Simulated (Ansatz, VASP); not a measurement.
**ZnS: VASP beside Ansatz**

The input POSCAR:

```
ZnS
1.0
    0.0000000000     -2.7046500000     -2.7046500000
    0.0000000000      2.7046500000     -2.7046500000
    5.4093000000      0.0000000000      0.0000000000
Zn S
2 2
Direct
    0.5588242567      0.5000000000      0.5000000000
   -0.0588242567      0.0000000000      0.0000000000
    0.0357992947      0.5000000000      0.2500000000
    0.4642007053      0.0000000000      0.7500000000
```

File INCAR.step1:

```
PREC = Accurate
ENCUT = 520
ISMEAR = 0
SIGMA = 0.05
LREAL = F
LASPH = T
NELM = 80
NBANDS = 26
GGA = PE
ALGO = Normal
EDIFF = 1E-4
LWAVE = T
LCHARG = F
```

Contents of INCAR.step2:

```
PREC = Accurate
ENCUT = 520
EDIFF = 1E-6
ISMEAR = 0
SIGMA = 0.05
LREAL = F
LASPH = T
NELM = 80
ALGO = Normal
ISIF = 2
LWAVE = F
LCHARG = F
METAGGA = R2SCAN
LMIXTAU = T
NBANDS = 26
ISTART = 1
```

The input KPOINTS:

```
Automatic mesh
0
Gamma
  6 6 4
```

Input for Ansatz:

```yaml
crystal:
  lattice:
    - [0.0, -2.70465, -2.70465]
    - [0.0, 2.70465, -2.70465]
    - [5.4093, 0.0, 0.0]
  atoms:
    - { symbol: Zn, position: [0.5588242567, 0.5, 0.5] }
    - { symbol: Zn, position: [-0.0588242567, 0.0, 0.0] }
    - { symbol: S, position: [0.0357992947, 0.5, 0.25] }
    - { symbol: S, position: [0.4642007053, 0.0, 0.75] }
basis:
  ecutwfc: 500
kpoints:
  mp_grid: { grid: [6, 6, 4] }
hamiltonian:
  xc: r2scan
scf:
  occupations: { method: gaussian, width: 0.05 }
output:
  forces: true
  stress: true
  eigenvalues: true
```

Change from the starting cell: mode 4 (93.6 1/cm) frozen in, largest displacement +0.225 Å.

Alike in both runs: task single point; functional r2SCAN; k mesh 6 × 6 × 4; occupations gaussian, width 0.05 eV; no spin polarisation.

|  | VASP | Ansatz |
| --- | --- | --- |
| version | VASP 6.6.1 | Ansatz 0.2.0 |
| potentials or method | VASP PAW PBE potentials, release 64 (Zn, S), cutoff 520 eV | scalar-relativistic, plane waves, PAW |
| valence electrons in the cell | 36 | 36 |

Ansatz gave:

* gap on the k mesh at the Fermi level (eV): 2.52
* least direct gap on the mesh (eV): 2.52
* pressure (GPa): -1.2
* traceless stress, the component that is largest in VASP (GPa): 0.63
* rms of the force components (eV/Å): 0.251

Q: Estimate VASP's values.

A: gap on the k mesh at the Fermi level (eV): 2.53; least direct gap on the mesh (eV): 2.53; pressure (GPa): -1.1; traceless stress, the component that is largest in VASP (GPa): 0.62; rms of the force components (eV/Å): 0.252.

VASP's potentials were made for PBE, not for r2SCAN. Atom by atom the forces differ by 0.002 eV/Å (rms over components).
